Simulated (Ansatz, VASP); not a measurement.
**ZnS in VASP and in Ansatz**

File INCAR:

```
SYSTEM = ZnS
PREC     = Accurate       ! precision mode
ENCUT    = 520            ! plane-wave cutoff, eV
EDIFF    = 1E-6           ! SCF threshold, eV
ISMEAR   = 0              ! smearing method
SIGMA    = 0.05           ! smearing width, eV
LREAL    = .False.        ! projectors in reciprocal space
LASPH    = .True.         ! aspherical terms in the spheres
NELM     = 60             ! most SCF steps
ALGO     = Normal         ! electronic algorithm
ISIF     = 2              ! what is computed and relaxed
LWAVE    = .False.        ! write WAVECAR
LCHARG   = .False.        ! write CHGCAR
GGA      = PE             ! functional
NBANDS   = 26             ! bands
```

KPOINTS

```
Automatic mesh
0
Gamma
  12 12 6
  0 0 0
```

Contents of POSCAR:

```
ZnS
1.0
    3.6187474513      0.0000000000      0.0000000000
   -1.8093737256      3.1339272227      0.0000000000
    0.0000000000      0.0000000000      7.1202549766
Zn S
2 2
Direct
    0.3333333333      0.6666666667      0.0052197899
    0.6666666667      0.3333333333      0.5052197899
    0.3333333333      0.6666666667      0.3797802101
    0.6666666667      0.3333333333      0.8797802101
```

Input for Ansatz:

```yaml
crystal:
  lattice:
    - [3.6187474513, 0.0, 0.0]
    - [-1.8093737256, 3.1339272227, 0.0]
    - [0.0, 0.0, 7.1202549766]
  atoms:
    - { symbol: Zn, position: [0.3333333333, 0.6666666667, 0.0052197899] }
    - { symbol: Zn, position: [0.6666666667, 0.3333333333, 0.5052197899] }
    - { symbol: S, position: [0.3333333333, 0.6666666667, 0.3797802101] }
    - { symbol: S, position: [0.6666666667, 0.3333333333, 0.8797802101] }
basis:
  ecutwfc: 420
kpoints:
  mp_grid: { grid: [12, 12, 6] }
hamiltonian:
  xc: pbe
scf:
  occupations: { method: gaussian, width: 0.05 }
output:
  forces: true
  stress: true
  eigenvalues: true
```

Alike in both runs: task single point; functional PBE; k mesh 12 × 12 × 6; occupations gaussian, width 0.05 eV; no spin polarisation.

|  | VASP | Ansatz |
| --- | --- | --- |
| version | VASP 6.6.1 | Ansatz 0.2.0 |
| potentials or method | VASP PAW PBE potentials, release 64 (Zn, S), cutoff 520 eV | scalar-relativistic, plane waves, PAW |
| valence electrons in the cell | 36 | 36 |

|  | VASP | Ansatz | Ansatz less VASP |
| --- | --- | --- | --- |
| gap on the k mesh at the Fermi level (eV) | 1.23 | 1.24 | +0.003 |
| least direct gap on the mesh (eV) | 1.23 | 1.24 | +0.003 |
| pressure (GPa) | 3.4 | 3.3 | -0.13 |
| traceless stress, the component that is largest in VASP (GPa) | -12.47 | -12.39 | +0.080 |
| rms of the force components (eV/Å) | 0.238 | 0.230 | -0.0079 |

Atom by atom the forces differ by 0.008 eV/Å (rms over components).
